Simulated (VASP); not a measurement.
A run of VASP 6.6.1:

The input INCAR:

```
SYSTEM = Te2Mo
  AGGAC = 1.0
  AGGAX = 1.0
  ALDAC = 0.0
  ALDAX = 1.0
  ALGO = Fast
  EDIFF = 1E-7
  ENCUT = 520
  GGA = B5
  ISIF = 2
  ISMEAR = -1
  IVDW = 12
  LASPH = .TRUE.
  LCHARG = .FALSE.
  LREAL = .FALSE.
  LWAVE = .FALSE.
  NBANDS = 64
  NELM = 100
  PREC = Accurate
  SIGMA = 0.05
  VDW_A1 = 0.4298
  VDW_A2 = 4.2359
  VDW_S6 = 1.0
  VDW_S8 = 2.6996
```

The input KPOINTS:

```
k-points
0
G
  4 8 2
  0 0 0
```

POSCAR

```
Te2Mo
1.0
    6.3413921161      0.0000000000     -0.0907787432
    0.0000000000      3.5254403770      0.0000000000
   -0.7610883471      0.0000000000     13.1390377893
Te Mo
8 4
Direct
    0.0553820939      0.5000000000      0.3906079607
    0.9446567438      0.0000000000      0.6093929811
    0.5603787312      0.0000000000      0.3436508426
    0.4396634317      0.5000000000      0.6563514132
    0.0988528720      0.0000000000      0.1569645052
    0.9011054434      0.5000000000      0.8430327603
    0.5907941776      0.5000000000      0.1088881429
    0.4091686250      0.0000000000      0.8911109359
    0.3198412743      0.0000000000      0.5063208846
    0.6801969665      0.5000000000      0.4936803201
    0.1827770459      0.5000000000      0.0080453966
    0.8171815846      0.0000000000      0.9919528468
```

Potentials or basis: VASP PAW PBE potentials, release 64 (Te, Mo_sv).

Command:

```bash
$ cat potpaw_PBE.64/Te/POTCAR potpaw_PBE.64/Mo_sv/POTCAR > POTCAR
$ mpirun -np 1 vasp_std > vasp.out
```

Hardware: 1 thread of Oxide Virtual Turin-like Processor, on a shared host.

Q: How long does it take, and how much memory?

A: Wall time 13 min on 1 thread of Oxide Virtual Turin-like Processor, with other jobs on the host, peak memory 0.57 GiB. Counts: scf iterations 21, k points 30.
